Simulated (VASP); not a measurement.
# TaAl5B (F-43m) in VASP: notebook, part 2 of 2

VASP 6.6.1. Earlier steps stand in the parts before.

**3. Single point, PBE**

This run uses another cell than the first one, of 17.62 Å³/atom.

INCAR

```
  PREC = Accurate
  ENCUT = 500
  EDIFF = 1E-6
  ISMEAR = 0
  SIGMA = 0.2
  LREAL = F
  LASPH = T
  NELM = 120
  ALGO = Normal
  ISIF = 2
  LWAVE = F
  LCHARG = T
  GGA = PE
  LELF = T
  LVHAR = T
  NBANDS = 24
  GGA_COMPAT = F
```

KPOINTS

```
Automatic mesh
0
Gamma
  4 4 4
```

POSCAR

```
TaAl5B
1.0
    0.0000000000      3.9508663583      3.9508663583
    3.9508663583      0.0000000000      3.9508663583
    3.9508663583      3.9508663583      0.0000000000
Ta Al B
1 5 1
Direct
    0.5000000000      0.5000000000      0.5000000000
    0.2500000000      0.2500000000      0.2500000000
    0.8882921192      0.8882921192      0.8882921192
    0.8882921192      0.8882921192      0.3351236424
    0.8882921192      0.3351236424      0.8882921192
    0.3351236424      0.8882921192      0.8882921192
    0.7500000000      0.7500000000      0.7500000000
```

Potentials or basis: VASP PAW PBE potentials, release 64 (Ta_pv, Al, B).

The run is started by

```
$ cat potpaw_PBE.64/Ta_pv/POTCAR potpaw_PBE.64/Al/POTCAR potpaw_PBE.64/B/POTCAR > POTCAR
$ mpirun -np 1 vasp_std > vasp.out
```

OUTCAR:

```text
PREC = Accurate
   ENCUT = 500
   EDIFF = 1E-6
   ISMEAR = 0
   LREAL = F
   LASPH = T
   NELM = 120
   ISIF = 2
   GGA = PE

 ion  position               nearest neighbor table
   1  0.500  0.500  0.500-   5 3.31   6 3.31   4 3.31   6 3.31   4 3.31   5 3.31   3 3.31   3 3.31
                             3 3.31   4 3.31   5 3.31   6 3.31   2 3.42   2 3.42   2 3.42   2 3.42
   2  0.250  0.250  0.250-   4 3.25   5 3.25   6 3.25   3 3.25   3 3.25   3 3.25   5 3.25   5 3.25
                             6 3.25   4 3.25   4 3.25   6 3.25   1 3.42   1 3.42   1 3.42   1 3.42
   3  0.888  0.888  0.888-   7 1.89   5 2.50   6 2.50   4 2.50   4 3.09   5 3.09   6 3.09   2 3.25
                             2 3.25   2 3.25   1 3.31   1 3.31   1 3.31
   4  0.888  0.888  0.335-   7 1.89   5 2.50   6 2.50   3 2.50   3 3.09   5 3.09   6 3.09   2 3.25
                             2 3.25   2 3.25   1 3.31   1 3.31   1 3.31
   5  0.888  0.335  0.888-   7 1.89   4 2.50   6 2.50   3 2.50   3 3.09   4 3.09   6 3.09   2 3.25
                             2 3.25   2 3.25   1 3.31   1 3.31   1 3.31
   6  0.335  0.888  0.888-   7 1.89   4 2.50   5 2.50   3 2.50   4 3.09   5 3.09   3 3.09   2 3.25
                             2 3.25   2 3.25   1 3.31   1 3.31   1 3.31
   7  0.750  0.750  0.750-   4 1.89   5 1.89   6 1.89   3 1.89

  LATTYP: Found a face centered cubic cell.
 ALAT       =     7.9017327166

  Lattice vectors:

 A1 = (   0.0000000000,   3.9508663583,   3.9508663583)
 A2 = (   3.9508663583,   0.0000000000,   3.9508663583)
 A3 = (   3.9508663583,   3.9508663583,   0.0000000000)

Analysis of symmetry for initial positions (statically):
=====================================================================
 Subroutine PRICEL returns:
 Original cell was already a primitive cell.

 Routine SETGRP: Setting up the symmetry group for a
 face centered cubic supercell.

 Subroutine GETGRP returns: Found 24 space group operations
 (whereof 24 operations were pure point group operations)
 out of a pool of 48 trial point group operations.

The static configuration has the point symmetry T_d .

Analysis of symmetry for dynamics (positions and initial velocities):
=====================================================================
 Subroutine PRICEL returns:
 Original cell was already a primitive cell.

 Routine SETGRP: Setting up the symmetry group for a
 face centered cubic supercell.

 Subroutine GETGRP returns: Found 24 space group operations
 (whereof 24 operations were pure point group operations)
 out of a pool of 48 trial point group operations.

The dynamic configuration has the point symmetry T_d .

 Subroutine INISYM returns: Found 24 space group operations
 (whereof 24 operations are pure point group operations),
 and found     1 'primitive' translations

----------------------------------------------------------------------------------------

                                     Primitive cell

  volume of cell :     123.3409

  direct lattice vectors                    reciprocal lattice vectors
     0.000000000  3.950866358  3.950866358    -0.126554521  0.126554521  0.126554521
     3.950866358  0.000000000  3.950866358     0.126554521 -0.126554521  0.126554521
     3.950866358  3.950866358  0.000000000     0.126554521  0.126554521 -0.126554521

  length of vectors
     5.587368787  5.587368787  5.587368787     0.219198861  0.219198861  0.219198861

  position of ions in fractional coordinates (direct lattice)
     0.500000000  0.500000000  0.500000000
     0.250000000  0.250000000  0.250000000
[... 52 lines left out ...]
   k-points           NKPTS =      8   k-points in BZ     NKDIM =      8   number of bands    NBANDS=     24
   number of dos      NEDOS =    301   number of ions     NIONS =      7
   total plane-waves  NPLWV =  74088
   dimension x,y,z NGX =    42 NGY =   42 NGZ =   42
   dimension x,y,z NGXF=    84 NGYF=   84 NGZF=   84
   ions per type =               1   5   1
   NGX,Y,Z   is equivalent  to a cutoff of  12.50, 12.50, 12.50 a.u.
   NGXF,Y,Z  is equivalent  to a cutoff of  24.99, 24.99, 24.99 a.u.
 SYSTEM =  unknown system
   PREC   = accura    normal or accurate (medium, high low for compatibility)
   ISTART =      0    job   : 0-new  1-cont  2-samecut
   ICHARG =      2    charge: 1-file 2-atom 10-const
   ISPIN  =      1    spin polarized calculation?
   LNONCOLLINEAR =      F non collinear calculations
   LSORBIT =      F    spin-orbit coupling
   LASPH  =      T    aspherical Exc in radial PAW
   ENCUT  =  500.0 eV  36.75 Ry    6.06 a.u.  10.19 10.19 10.19*2*pi/ulx,y,z
   NELM   =    120;   NELMIN=  2; NELMDL= -5     # of ELM steps
   EDIFF  = 0.1E-05   stopping-criterion for ELM
   LREAL  =      F    real-space projection
   EDIFFG = 0.1E-04   stopping-criterion for IOM
   NSW    =      0    number of steps for IOM
   IBRION =     -1    ionic relax: 0-MD 1-quasi-New 2-CG
   NFREE  =      0    steps in history (QN), initial steepest desc. (CG)
   ISIF   =      2    stress and relaxation
   ISYM   =      2    0-nonsym 1-usesym 2-fastsym
   POTIM  = 0.5000    time-step for ionic-motion
   TEBEG  =    0.0;   TEEND  =   0.0 temperature during run
   PSTRESS=    0.0 pullay stress
   NELECT =      29.0000    total number of electrons
   NUPDOWN=      -1.0000    fix difference up-down
   EMIN   =  10.00;   EMAX   =-10.00  energy-range for DOS
   EFERMI =   0.00;   METHOD = LEGACY
   ISMEAR =     0;   SIGMA  =   0.20  broadening in eV -4-tet -1-fermi 0-gaus
   EFERMI_NEDOS =   21; number of points for ismear=-14 and -15
   IALGO  =     38    algorithm
   IMIX   =      4    mixing-type and parameters
     AMIX     =   0.40;   BMIX     =  1.00
     AMIX_MAG =   1.60;   BMIX_MAG =  1.00
  volume/ion in A,a.u.               =      17.62       118.91
  Fermi-wavevector in a.u.,A,eV,Ry     =   1.010428  1.909431 13.891055  1.020964
  Thomas-Fermi vector in A             =   2.143416
   LORBIT       =      0    0 simple, 1 ext, 2 COOP (PROOUT), +10 PAW based schemes
   GGA     = PE    functional components
   LHFCALC =     F    Hartree Fock is set to
   AEXX    =    0.0000 exact exchange contribution
   IVDW    =     0    specifies the selected vdW correction
   LEPSILON=     F    determine dielectric tensor
   LRPA    =     F    only Hartree local field effects (RPA)
 non-spin polarized calculation
 Gauss-broadening in eV      SIGMA  =   0.20
  energy-cutoff  :      500.00
  volume of cell :      123.34
 maximum number of plane-waves:      3156
 NGX is ok and might be reduce to    42
   NGX = 21   NGY = 21   NGZ = 21

 number of electron      28.9999999 magnetization

 Free energy of the ion-electron system (eV)
  ---------------------------------------------------
  ext. energy  EPLUGINS =         0.00000000
  ---------------------------------------------------
  free energy    TOTEN  =       -32.06319970 eV

  energy without entropy =      -31.99431532  energy(sigma->0) =      -32.02875751

 E-fermi :   5.9359     XC(G=0): -10.1040

 val. band max:        5.8248057150   @ k =   0.0000   0.0000   0.0000
 cond. band min:       5.9842477709   @ k =  -0.2500   0.2500   0.0000
 fundamental gap:      0.1594420559
 Fermi energy:         5.9358778339

 k-point     1 :       0.0000    0.0000    0.0000
  band No.  band energies     occupation
      1     -29.4532      2.00000
      2     -29.4532      2.00000
      3     -29.4532      2.00000
      4      -4.6976      2.00000
      5      -0.5878      2.00000
      6       1.6369      2.00000
[... 205 lines left out ...]
     23      10.1486      0.00000
     24      10.1992      0.00000

------------------------ aborting loop because EDIFF is reached ----------------------------------------

  FORCE on cell =-STRESS in cart. coord.  units (eV):
  Direction    XX          YY          ZZ          XY          YZ          ZX
  --------------------------------------------------------------------------------------
  -------------------------------------------------------------------------------------
  Total        0.3410946      0.3410946      0.3410946     -0.0000000     -0.0000000     -0.0000000
  in kB        4.4307618      4.4307618      4.4307618     -0.0000000     -0.0000000     -0.0000000
  external PRESSURE =       4.4307618 kB  Pullay stress =       0.0000000 kB

 VOLUME and BASIS-vectors are now :
 -----------------------------------------------------------------------------
  energy-cutoff  :      500.00
  volume of cell :      123.34
      direct lattice vectors                 reciprocal lattice vectors
     0.000000000  3.950866358  3.950866358    -0.126554521  0.126554521  0.126554521
     3.950866358  0.000000000  3.950866358     0.126554521 -0.126554521  0.126554521
     3.950866358  3.950866358  0.000000000     0.126554521  0.126554521 -0.126554521

 POSITION                                       TOTAL-FORCE (eV/Angst)
 -----------------------------------------------------------------------------------
      3.95087      3.95087      3.95087         0.000000     -0.000000      0.000000
      1.97543      1.97543      1.97543         0.000000     -0.000000      0.000000
      7.01905      7.01905      7.01905         0.073564      0.073564      0.073564
      4.83355      4.83355      7.01905        -0.073564     -0.073564      0.073564
      4.83355      7.01905      4.83355        -0.073564      0.073564     -0.073564
      7.01905      4.83355      4.83355         0.073564     -0.073564     -0.073564
      5.92630      5.92630      5.92630         0.000000     -0.000000     -0.000000
 -----------------------------------------------------------------------------------
    total drift:                               -0.000000     -0.000000     -0.000000

  FREE ENERGIE OF THE ION-ELECTRON SYSTEM (eV)
  ---------------------------------------------------
  free  energy   TOTEN  =       -32.0631997004 eV

  energy  without entropy=      -31.9943153243  energy(sigma->0) =      -32.02875751
```

Wall time 20 s (1 thread of Intel Xeon 6975P-C (Granite Rapids), shared host); peak memory 0.25 GiB.

Results:

```yaml
Free_energy: -32.0632 eV
Pressure: 0.4 GPa
Largest_force: 0.127 eV/Å
Band_gap_on_the_k_mesh: zero (an odd number of electrons rules out a gap without spin polarisation)
```

Forces on the atoms (eV/Å):
```
Ta   0.000  0.000  0.000
Al   0.000  0.000  0.000
Al   0.074  0.074  0.074
Al  -0.074 -0.074  0.074
Al  -0.074  0.074 -0.074
Al   0.074 -0.074 -0.074
B    0.000  0.000  0.000
```

Levels at points of the mesh, in eV from the Fermi level:
| k point | band 11 | band 12 | band 13 | band 14 | band 15 | band 16 | band 17 | band 18 |
| --- | --- | --- | --- | --- | --- | --- | --- | --- |
| (0.00, 0.00, 0.00) | -2.77 | -2.77 | -1.73 | -1.73 | -0.11 | -0.11 | -0.11 | 1.39 |
| (0.50, 0.00, 0.00) | -2.74 | -1.37 | -0.82 | -0.82 | 0.80 | 1.17 | 1.17 | 1.43 |
| (0.50, 0.50, 0.00) | -1.22 | -1.10 | -0.89 | -0.24 | 0.41 | 0.62 | 0.62 | 1.66 |

Caveat: spin-orbit coupling is left out, which moves the levels of the heavy elements.
